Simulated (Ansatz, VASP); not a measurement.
**Sc: VASP beside Ansatz**

Contents of INCAR:

```
  PREC = Accurate
  ENCUT = 500
  EDIFF = 1E-6
  ISMEAR = -1
  SIGMA = 0.1
  LREAL = F
  LASPH = T
  NELM = 200
  ALGO = Normal
  ISIF = 2
  LWAVE = F
  LCHARG = F
  ISPIN = 2
  MAGMOM = 0
  LORBIT = 11
  LMAXMIX = 4
  GGA = PE
  NBANDS = 16
  GGA_COMPAT = F
```

KPOINTS

```
regular mesh
0
Gamma
  8 8 8
```

POSCAR

```
Sc
1.0
   -1.8562490000      1.8562490000      1.8562490000
    1.8562490000     -1.8562490000      1.8562490000
    1.8562490000      1.8562490000     -1.8562490000
Sc
1
Direct
    0.0000000000      0.0000000000      0.0000000000
```

Input for Ansatz:

```yaml
crystal:
  lattice:
    - [-1.856249, 1.856249, 1.856249]
    - [1.856249, -1.856249, 1.856249]
    - [1.856249, 1.856249, -1.856249]
  atoms:
    - { symbol: Sc, position: [0, 0, 0] }
kpoints:
  mp_grid: { grid: [8, 8, 8], shift: [0, 0, 0] }
hamiltonian:
  xc: pbe
  pseudopotentials: { kind: nc }
scf:
  occupations: { method: fermi_dirac }
  algorithm: direct_min
magnetization:
  spin_polarized: true
```

Alike in both runs: task single point; functional PBE; k mesh 8 × 8 × 8; collinear spin.

|  | VASP | Ansatz |
| --- | --- | --- |
| version | VASP 6.6.1 | Ansatz 0.2 development build |
| potentials or method | VASP PAW PBE potentials, release 64 (Sc_sv) | scalar-relativistic |
| plane-wave cutoff (eV) | 500 | 1061 |
| occupations | fermi-dirac, width 0.1 eV | fermi-dirac |

|  | VASP | Ansatz | Ansatz less VASP |
| --- | --- | --- | --- |
| net moment per atom (μB) | 0.00 | 0.00 | 0.000 |
